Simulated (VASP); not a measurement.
# MgS (P3m1) in VASP: single point with PBE

Aim: the single point of MgS with PBE.

Everything below comes from runs of VASP 6.6.1. Logs are shortened: lines on timing, memory, paths and dates and some standing lists are left out, and cuts for length are marked.

### Step 1. The cell of the first run

The structure is trigonal, space group P3m1 (No. 156). Conventional cell: a = 4.038 Å, b = 4.038 Å, c = 16.372 Å, α = 90.00°, β = 90.00°, γ = 120.00°. Within 3.3 Å of Mg (site symmetry 3m) lie 4 S at 2.46 to 2.47 Å. Within 3.3 Å of Mg (site symmetry 3m) lie 4 S at 2.46 Å. Mg (site symmetry 3m) has 4 S at 2.46 to 2.47 Å within 3.3 Å. Within 3.3 Å of Mg (site symmetry 3m) lie 4 S at 2.47 Å. Within 3.3 Å of Mg (site symmetry 3m) lie 4 S at 2.47 Å. S (site symmetry 3m) has 4 Mg at 2.46 Å within 3.3 Å. S (site symmetry 3m) has 4 Mg at 2.46 Å within 3.3 Å. Within 3.3 Å of S (site symmetry 3m) lie 4 Mg at 2.47 Å.

### Step 2. Single point, PBE

INCAR reads:

```
PREC = Accurate ; ENCUT = 520
EDIFF = 1E-6 ; ISMEAR = 0
SIGMA = 0.02 ; LREAL = F
LASPH = T ; NELM = 60
ALGO = Normal ; ISIF = 2
LWAVE = F ; LCHARG = F
GGA = PE ; NBANDS = 31
```

KPOINTS reads:

```
Automatic mesh
0
Gamma
  9 9 2
```

POSCAR reads:

```
MgS
1.0
    4.0377530029      0.0000000000      0.0000000000
   -2.0188765014      3.4967966747      0.0000000000
    0.0000000000      0.0000000000     16.3720946661
Mg S
5 5
Direct
    0.0000000000      0.0000000000      0.0003691336
    0.3333333333      0.6666666667      0.1995894231
    0.0000000000      0.0000000000      0.3988112126
    0.6666666667      0.3333333333      0.5993550035
    0.3333333333      0.6666666667      0.7998460074
    0.0000000000      0.0000000000      0.1508893948
    0.3333333333      0.6666666667      0.3501462751
    0.0000000000      0.0000000000      0.5498283558
    0.6666666667      0.3333333333      0.7503396055
    0.3333333333      0.6666666667      0.9508255887
```

Potentials or basis: VASP PAW PBE potentials, release 64 (Mg, S).

On the command line:

```
$ cat potpaw_PBE.64/Mg/POTCAR potpaw_PBE.64/S/POTCAR > POTCAR
$ mpirun -np 1 vasp_std > vasp.out
```

OUTCAR:

```text
PREC = Accurate
   ENCUT = 520
   EDIFF = 1E-6
   ISMEAR = 0
   LREAL = F
   LASPH = T
   NELM = 60
   ISIF = 2
   GGA = PE

 ion  position               nearest neighbor table
   1  0.000  0.000  0.000-   6 2.46  10 2.47  10 2.47  10 2.47
   2  0.333  0.667  0.200-   6 2.46   6 2.46   6 2.46   7 2.46
   3  0.000  0.000  0.399-   7 2.46   7 2.46   7 2.46   8 2.47
   4  0.667  0.333  0.599-   8 2.47   8 2.47   8 2.47   9 2.47
   5  0.333  0.667  0.800-   9 2.47   9 2.47   9 2.47  10 2.47
   6  0.000  0.000  0.151-   2 2.46   2 2.46   2 2.46   1 2.46
   7  0.333  0.667  0.350-   3 2.46   3 2.46   3 2.46   2 2.46
   8  0.000  0.000  0.550-   4 2.47   4 2.47   4 2.47   3 2.47
   9  0.667  0.333  0.750-   5 2.47   5 2.47   5 2.47   4 2.47
  10  0.333  0.667  0.951-   1 2.47   1 2.47   1 2.47   5 2.47

  LATTYP: Found a hexagonal cell.
 ALAT       =     4.0377530029
 C/A-ratio  =     4.0547538828

  Lattice vectors:

 A1 = (   4.0377530029,   0.0000000000,   0.0000000000)
 A2 = (  -2.0188765014,   3.4967966747,   0.0000000000)
 A3 = (   0.0000000000,   0.0000000000,  16.3720946661)

Analysis of symmetry for initial positions (statically):
=====================================================================
 Subroutine PRICEL returns:
 Original cell was already a primitive cell.

 Routine SETGRP: Setting up the symmetry group for a
 hexagonal supercell.

 Subroutine GETGRP returns: Found  6 space group operations
 (whereof  6 operations were pure point group operations)
 out of a pool of 24 trial point group operations.

The static configuration has the point symmetry C_3v.

Analysis of symmetry for dynamics (positions and initial velocities):
=====================================================================
 Subroutine PRICEL returns:
 Original cell was already a primitive cell.

 Routine SETGRP: Setting up the symmetry group for a
 hexagonal supercell.

 Subroutine GETGRP returns: Found  6 space group operations
 (whereof  6 operations were pure point group operations)
 out of a pool of 24 trial point group operations.

The dynamic configuration has the point symmetry C_3v.

 Subroutine INISYM returns: Found  6 space group operations
 (whereof  6 operations are pure point group operations),
 and found     1 'primitive' translations

[... 113 lines left out ...]
   IBRION =     -1    ionic relax: 0-MD 1-quasi-New 2-CG
   NFREE  =      0    steps in history (QN), initial steepest desc. (CG)
   ISIF   =      2    stress and relaxation
   ISYM   =      2    0-nonsym 1-usesym 2-fastsym
   POTIM  = 0.5000    time-step for ionic-motion
   TEBEG  =    0.0;   TEEND  =   0.0 temperature during run
   PSTRESS=    0.0 pullay stress
   NELECT =      40.0000    total number of electrons
   NUPDOWN=      -1.0000    fix difference up-down
   EMIN   =  10.00;   EMAX   =-10.00  energy-range for DOS
   EFERMI =   0.00;   METHOD = LEGACY
   ISMEAR =     0;   SIGMA  =   0.02  broadening in eV -4-tet -1-fermi 0-gaus
   EFERMI_NEDOS =   21; number of points for ismear=-14 and -15
   IALGO  =     38    algorithm
   IMIX   =      4    mixing-type and parameters
     AMIX     =   0.40;   BMIX     =  1.00
     AMIX_MAG =   1.60;   BMIX_MAG =  1.00
  volume/ion in A,a.u.               =      23.12       156.00
  Fermi-wavevector in a.u.,A,eV,Ry     =   0.912270  1.723940 11.323264  0.832236
  Thomas-Fermi vector in A             =   2.036646
   LORBIT       =      0    0 simple, 1 ext, 2 COOP (PROOUT), +10 PAW based schemes
   GGA     = PE    functional components
   LHFCALC =     F    Hartree Fock is set to
   AEXX    =    0.0000 exact exchange contribution
   IVDW    =     0    specifies the selected vdW correction
   LEPSILON=     F    determine dielectric tensor
   LRPA    =     F    only Hartree local field effects (RPA)
 non-spin polarized calculation
 Gauss-broadening in eV      SIGMA  =   0.02
  energy-cutoff  :      520.00
  volume of cell :      231.16
 maximum number of plane-waves:      6260
 NGX is ok and might be reduce to    30
   NGX = 15   NGY = 15   NGZ = 61

 number of electron      40.0000006 magnetization

 Free energy of the ion-electron system (eV)
  ---------------------------------------------------
  ext. energy  EPLUGINS =         0.00000000
  ---------------------------------------------------
  free energy    TOTEN  =       -42.39705892 eV

  energy without entropy =      -42.39705892  energy(sigma->0) =      -42.39705892

 E-fermi :   1.0806     XC(G=0):  -8.3147

 val. band max:        0.9820850432   @ k =   0.0000   0.0000   0.0000
 cond. band min:       4.3463976881   @ k =   0.0000   0.0000   0.0000
 fundamental gap:      3.3643126449
 Fermi energy:         1.0806125017

 k-point     1 :       0.0000    0.0000    0.0000
  band No.  band energies     occupation
      1     -10.2681      2.00000
      2     -10.0579      2.00000
      3     -10.0494      2.00000
      4      -9.6902      2.00000
      5      -9.6467      2.00000
      6      -1.9133      2.00000
[... 805 lines left out ...]
     30       8.2160      0.00000
     31       9.1082      0.00000

------------------------ aborting loop because EDIFF is reached ----------------------------------------

  FORCE on cell =-STRESS in cart. coord.  units (eV):
  Direction    XX          YY          ZZ          XY          YZ          ZX
  --------------------------------------------------------------------------------------
  -------------------------------------------------------------------------------------
  Total       -0.2248792     -0.2248792     -0.2121600     -0.0000000      0.0000000      0.0000000
  in kB       -1.5586387     -1.5586387     -1.4704821     -0.0000000      0.0000000      0.0000000
  external PRESSURE =      -1.5292532 kB  Pullay stress =       0.0000000 kB

 VOLUME and BASIS-vectors are now :
 -----------------------------------------------------------------------------
  energy-cutoff  :      520.00
  volume of cell :      231.16
      direct lattice vectors                 reciprocal lattice vectors
     4.037753003  0.000000000  0.000000000     0.247662499  0.142988011  0.000000000
    -2.018876501  3.496796675  0.000000000     0.000000000  0.285976021  0.000000000
     0.000000000  0.000000000 16.372094666     0.000000000  0.000000000  0.061079539

 POSITION                                       TOTAL-FORCE (eV/Angst)
 -----------------------------------------------------------------------------------
      0.00000      0.00000      0.00604        -0.000000      0.000000      0.000270
     -0.00000      2.33120      3.26770        -0.000000     -0.000000      0.000180
      0.00000      0.00000      6.52937         0.000000      0.000000      0.000669
      2.01888      1.16560      9.81270         0.000000     -0.000000      0.000692
     -0.00000      2.33120     13.09515         0.000000     -0.000000      0.000598
      0.00000      0.00000      2.47038        -0.000000      0.000000     -0.000754
     -0.00000      2.33120      5.73263        -0.000000      0.000000      0.000112
      0.00000      0.00000      9.00184        -0.000000      0.000000     -0.000158
      2.01888      1.16560     12.28463        -0.000000      0.000000     -0.000596
     -0.00000      2.33120     15.56701        -0.000000      0.000000     -0.001013
 -----------------------------------------------------------------------------------
    total drift:                               -0.000001      0.000000      0.000556

  FREE ENERGIE OF THE ION-ELECTRON SYSTEM (eV)
  ---------------------------------------------------
  free  energy   TOTEN  =       -42.3970589229 eV

  energy  without entropy=      -42.3970589229  energy(sigma->0) =      -42.39705892
```

OSZICAR:

```text
N       E                     dE             d eps       ncg     rms          rms(c)
DAV:   1     0.182511700254E+03    0.18251E+03   -0.15259E+04  1488   0.104E+03
DAV:   2    -0.243666102539E+02   -0.20688E+03   -0.19704E+03  1904   0.173E+02
DAV:   3    -0.446439415367E+02   -0.20277E+02   -0.20203E+02  1849   0.586E+01
DAV:   4    -0.449799401698E+02   -0.33600E+00   -0.33571E+00  1985   0.920E+00
DAV:   5    -0.449858975117E+02   -0.59573E-02   -0.59569E-02  1909   0.126E+00    0.897E+00
DAV:   6    -0.425293348359E+02    0.24566E+01   -0.52046E+00  1670   0.732E+00    0.714E+00
DAV:   7    -0.423549693796E+02    0.17437E+00   -0.86635E-01  1892   0.309E+00    0.534E+00
DAV:   8    -0.423998020670E+02   -0.44833E-01   -0.83465E-02  1756   0.165E+00    0.244E+00
DAV:   9    -0.423945432331E+02    0.52588E-02   -0.97412E-03  1813   0.450E-01    0.443E-01
DAV:  10    -0.423959559699E+02   -0.14127E-02   -0.13216E-03  1929   0.146E-01    0.157E-01
DAV:  11    -0.423970279529E+02   -0.10720E-02   -0.11295E-03  1754   0.154E-01    0.604E-02
DAV:  12    -0.423970386524E+02   -0.10699E-04   -0.12587E-05  1999   0.182E-02    0.432E-02
DAV:  13    -0.423970495505E+02   -0.10898E-04   -0.11924E-05  1841   0.148E-02    0.264E-02
DAV:  14    -0.423970587311E+02   -0.91806E-05   -0.15104E-05  1740   0.164E-02    0.100E-02
DAV:  15    -0.423970589229E+02   -0.19174E-06   -0.98606E-07  1618   0.445E-03
   1 F= -.42397059E+02 E0= -.42397059E+02  d E =-.200901E-14
```

stdout:

```text
POSCAR found type information on POSCAR MgS
 POSCAR found :  2 types and      10 ions
 scaLAPACK will be used
 LDA part: xc-table for (Slater+PW92), standard interpolation
 POSCAR, INCAR and KPOINTS ok, starting setup
 FFT: planning ... GRIDC
 FFT: planning ... GRID_SOFT
 FFT: planning ... GRID
 WAVECAR not read
 entering main loop
```

It took 2.3 min on 1 thread of Intel Xeon 6975P-C (Granite Rapids), shared host; peak memory 0.39 GiB.

What came out:

```yaml
Free_energy: -42.3971 eV
Pressure: -0.2 GPa
Band_gap_on_the_k_mesh: 3.36 eV, direct
```
